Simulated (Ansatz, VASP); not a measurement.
# One calculation of SrAl5, two programs

```xyz
6
Lattice="5.7641 0.0000 0.0000 -2.8821 4.9919 0.0000 0.0000 0.0000 4.3807" Properties=species:S:1:pos:R:3 pbc="T T T"
Sr    0.0000    0.0000    0.0000
Al    0.0000    3.3279    0.0000
Al    2.8821    1.6640    0.0000
Al    2.8821    0.0000    2.1903
Al    1.4410    2.4959    2.1903
Al   -1.4410    2.4959    2.1903
```

Change from the starting cell: species swapped into the PrCo5 type (P6/mmm, No. 191).

Alike in both runs: functional PBE; k mesh 12 × 12 × 8; occupations gaussian, width 0.1 eV; no spin polarisation.

Ansatz relaxed the structure, and its values are those at the end. VASP's run is a single point on that final structure, the one shown.

|  | VASP | Ansatz |
| --- | --- | --- |
| version | VASP 6.6.1 | Ansatz 0.2.0 |
| potentials or method | VASP PAW PBE potentials, release 64 (Sr_sv, Al), cutoff 520 eV | scalar-relativistic, plane waves, PAW |
| valence electrons in the cell | 25 | 25 |

```csv
,VASP,Ansatz,Ansatz less VASP
gap on the k mesh at the Fermi level (eV),none,none,-
pressure (GPa),0.1,0.0,-0.02
```

A gap of «none» marks a metal or a gap that the smearing closes.
